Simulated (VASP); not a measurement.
Input of a VASP 6.6.1 run:

The input INCAR:

```
ALGO     = Normal         # electronic algorithm
EDIFF    = 1E-8           # SCF threshold, eV
ENCUT    = 400            # plane-wave cutoff, eV
GGA      = PE             # functional
GGA_COMPAT= False        
ISIF     = 2              # what is computed and relaxed
ISMEAR   = -1             # smearing method
LASPH    = True           # aspherical terms in the spheres
LCHARG   = False          # write CHGCAR
LEFG     = True         
LREAL    = False          # projectors in reciprocal space
LWAVE    = False          # write WAVECAR
NBANDS   = 10             # bands
NELM     = 120            # most SCF steps
PREC     = Accurate       # precision mode
SIGMA    = 0.05           # smearing width, eV
```

The input KPOINTS:

```
k-points
0
Gamma
  12 12 12
```

File POSCAR:

```
Na
1.0
   -2.1245349354      2.1245349354      2.1245349354
    2.1245349354     -2.1245349354      2.1245349354
    2.1245349354      2.1245349354     -2.1245349354
Na
1
Direct
    0.0000000000      0.0000000000      0.0000000000
```

Potentials or basis: VASP PAW PBE potentials, release 64 (Na_pv).

Command:

```bash
$ cat potpaw_PBE.64/Na_pv/POTCAR > POTCAR
$ mpirun -np 1 vasp_std > vasp.out
```

Estimate the band gap on the k mesh.

zero (an odd number of electrons rules out a gap without spin polarisation).

Estimate the pressure.

-0.4 GPa.
